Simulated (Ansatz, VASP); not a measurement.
# MgO in VASP and in Ansatz

The input INCAR:

```
ALGO = Normal
EDIFF = 1E-7
ENCUT = 520
GGA = PE
ISIF = 2
ISMEAR = -1
LASPH = True
LCHARG = False
LREAL = False
LWAVE = False
NBANDS = 11
NELM = 100
PREC = Accurate
SIGMA = 0.05
```

File KPOINTS:

```
k-points
0
Gamma
  10 10 10
```

Contents of POSCAR:

```
MgO
1.0
    2.9574785625      0.0000000000      0.0000000000
   -1.4787392813      2.5612515663      0.0000000000
    0.0000000000      0.0000000000      2.6974267424
Mg O
1 1
Direct
    0.0000000000      0.0000000000      0.0000000000
    0.3333333333      0.6666666667      0.5000000000
```

The input input.yaml:

```yaml
crystal:
  lattice:
    - [2.9574785625, 0.0, 0.0]
    - [-1.4787392813, 2.5612515663, 0.0]
    - [0.0, 0.0, 2.6974267424]
  atoms:
    - { symbol: Mg, position: [0.0, 0.0, 0.0] }
    - { symbol: O, position: [0.3333333333, 0.6666666667, 0.5] }
hamiltonian:
  xc: pbe
  pseudopotentials: { kind: paw, azcp: { folder: soft_1 } }
kpoints:
  mp_grid: { grid: [10, 10, 10] }
scf:
  occupations: { method: fermi_dirac, width: 0.05 }
output:
  forces: true
  stress: true
  eigenvalues: true
  write_density: true
  write_potential: true
  elf: true
  volumetric_format: npy
```

Alike in both runs: task single point; functional PBE; k mesh 10 × 10 × 10; occupations fermi-dirac, width 0.05 eV; no spin polarisation.

|  | VASP | Ansatz |
| --- | --- | --- |
| version | VASP 6.6.1 | Ansatz 0.2.0 |
| potentials or method | VASP PAW PBE potentials, release 64 (Mg, O) | Ansatz PAW soft_1 |
| plane-wave cutoff (eV) | 520 | 420 |
| valence electrons in the cell | 8 | 16 |

Ansatz gave:

- gap on the k mesh at the Fermi level (eV): 2.88
- least direct gap on the mesh (eV): 3.27
- pressure (GPa): -2.6
- traceless stress, the component that is largest in VASP (GPa): -0.40

Estimate VASP's values.

gap on the k mesh at the Fermi level (eV): 2.86; least direct gap on the mesh (eV): 3.25; pressure (GPa): -3.3; traceless stress, the component that is largest in VASP (GPa): -0.48.

VASP's potentials hold 8 valence electrons a cell and Ansatz's 16, so a difference there can come from the potentials and not from the codes.
